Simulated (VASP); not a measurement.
A run of VASP 6.6.1:

INCAR

```
SYSTEM = CuI
PREC = Accurate
ENCUT = 600
EDIFF = 1E-6
ISMEAR = 0
SIGMA = 0.01
LREAL = .False.
LASPH = .True.
NELM = 60
ALGO = Normal
ISIF = 3
LWAVE = .False.
LCHARG = .False.
GGA = PE
IVDW = 12
IBRION = 2
NSW = 60
EDIFFG = -0.03
```

File KPOINTS:

```
Automatic mesh
0
Gamma
  6 6 6
  0 0 0
```

File POSCAR:

```
CuI
1.0
    4.2871880000      0.0000000000      0.0000000000
    2.1435940000      3.7128137188      0.0000000000
    2.1435940000      1.2376045729      3.5004743438
Cu I
1 1
Direct
    0.2500000000      0.2500000000      0.2500000000
    0.0000000000      0.0000000000      0.0000000000
```

Potentials or basis: VASP PAW PBE potentials, release 64 (Cu, I).

Command:

```console
$ cat potpaw_PBE.64/Cu/POTCAR potpaw_PBE.64/I/POTCAR > POTCAR
$ mpirun -np 1 vasp_std > vasp.out
```

Hardware: 1 thread of Intel(R) Xeon(R) Platinum 8559C (Emerald Rapids), with other jobs on the host.

Task: How long does it take, and how much memory?

Result: Wall time 27 s on 1 thread of Intel(R) Xeon(R) Platinum 8559C (Emerald Rapids), on a shared host, peak memory 0.22 GiB. Counts: scf iterations 32, k points 16, ion steps 3.
